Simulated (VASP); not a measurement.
Write the native input for VASP 6.6.1 that does the following.

- Task: single point
- Functional: PBE
- Dispersion: D3(BJ)
- Potentials or basis: VASP PAW PBE potentials, release 64 (As)
- Cutoff: 520 eV
- k mesh: 9 × 9 × 1
- Occupations: gaussian, width 0.05 eV
- Spin: no spin polarisation
- Dipole correction: yes
- Further INCAR settings: ALGO = Normal; EDIFF = 1e-07; NBANDS = 18

The structure of As lies in POSCAR:

```
As
1.0
    3.5713380906      0.0000000000      0.0000000000
   -1.7856690453      3.0928695120      0.0000000000
    0.0000000000      0.0000000000     20.2952802043
As
4
Direct
    0.3333333333      0.6666666667      0.2905917062
    0.6666666667      0.3333333333      0.2217264287
    0.6666666667      0.3333333333      0.5427508314
    0.3333333333      0.6666666667      0.4738855539
```

One way to write it, as run:

INCAR

```
SYSTEM = As
PREC = Accurate
ENCUT = 520
EDIFF = 1E-7
ISMEAR = 0
SIGMA = 0.05
LREAL = .False.
LASPH = .True.
NELM = 60
ALGO = Normal
ISIF = 2
LWAVE = .False.
LCHARG = .True.
LDIPOL = .True.
IDIPOL = 3
DIPOL = 0.5 0.5 0.382
GGA = PE
IVDW = 12
LELF = .True.
LVHAR = .True.
LVACPOTAV = .True.
NBANDS = 18
```

KPOINTS

```
regular mesh
0
Gamma
  9 9 1
  0 0 0
```

Potentials or basis: VASP PAW PBE potentials, release 64 (As).

Run with:

```console
$ cat potpaw_PBE.64/As/POTCAR > POTCAR
$ mpirun -np 1 vasp_std > vasp.out
```

It gave:

| Item | Value |
| --- | --- |
| Largest force | 0.102 eV/Å |
| Band gap on the k mesh | 1.20 eV, indirect (least direct gap 1.68 eV) |
| Dispersion energy per atom | -0.257 eV |

It took 75 s on 1 thread of AMD EPYC 9R45 (Zen 5), on a shared host, peak memory 0.28 GiB.
